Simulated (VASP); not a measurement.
A run of VASP 6.6.1:

Contents of INCAR:

```
PREC = Accurate ; ENCUT = 520
EDIFF = 1E-8 ; ISMEAR = -1
SIGMA = 0.05 ; LREAL = False
LASPH = True ; NELM = 150
ALGO = Normal ; ISIF = 2
LWAVE = False ; LCHARG = False
MAGMOM = 0 0 0 ; LORBIT = 11
LSORBIT = True ; GGA_COMPAT = False
LORBMOM = True ; LEFG = True
NBANDS = 25
```

The input KPOINTS:

```
regular mesh
0
Gamma
  13 13 13
```

The input POSCAR:

```
Pb
1.0
    0.0000000000      2.4947547435      2.4947547435
    2.4947547435      0.0000000000      2.4947547435
    2.4947547435      2.4947547435      0.0000000000
Pb
1
Direct
    0.0000000000      0.0000000000      0.0000000000
```

Potentials or basis: VASP PAW LDA potentials, release 64 (Pb_d).

Run with:

```console
$ cat potpaw_LDA.64/Pb_d/POTCAR > POTCAR
$ mpirun -np 1 vasp_ncl > vasp.out
```

Hardware: 1 thread of Intel(R) Xeon(R) Platinum 8375C CPU @ 2.90GHz (Ice Lake), on a shared host.

Q: Estimate the wall time of this run.

A: Wall time 2.1 min on 1 thread of Intel(R) Xeon(R) Platinum 8375C CPU @ 2.90GHz (Ice Lake) (shared host), peak memory 0.26 GiB. Counts: scf iterations 13, k points 84.
